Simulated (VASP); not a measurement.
Here is a VASP 6.6.1 calculation.

INCAR

```
SYSTEM = W
ALGO = Normal
EDIFF = 1E-6
ENCUT = 520
GGA = PE
ISIF = 2
ISMEAR = -1
LASPH = .TRUE.
LCHARG = .FALSE.
LREAL = .FALSE.
LWAVE = .FALSE.
NBANDS = 21
NELM = 60
PREC = Accurate
SIGMA = 0.1
```

The input KPOINTS:

```
k-points
0
G
  10 10 6
  0 0 0
```

The input POSCAR:

```
W
1.0
    2.6829851773      0.0000000000      0.0000000000
   -1.3414925886      2.3235333215      0.0000000000
    0.0000000000      0.0000000000      4.6697080807
W
2
Direct
    0.3333333333      0.6666666667      0.2500000000
    0.6666666667      0.3333333333      0.7500000000
```

Potentials or basis: VASP PAW PBE potentials, release 64 (W_sv).

Command:

```bash
$ cat potpaw_PBE.64/W_sv/POTCAR > POTCAR
$ mpirun -np 1 vasp_std > vasp.out
```

**Question.** Estimate the band gap on the k mesh.

**Answer.** Zero (band 14 reaches 13.97 eV, above the bottom of band 15 at 11.71 eV).

**Question.** Estimate the pressure.

**Answer.** 46.1 GPa.

Stress tensor (GPa, compression positive):
```
46.19  0.00  0.00
 0.00 46.19  0.00
 0.00  0.00 45.97
```

Caveat: spin-orbit coupling is left out, which moves the levels of the heavy elements.
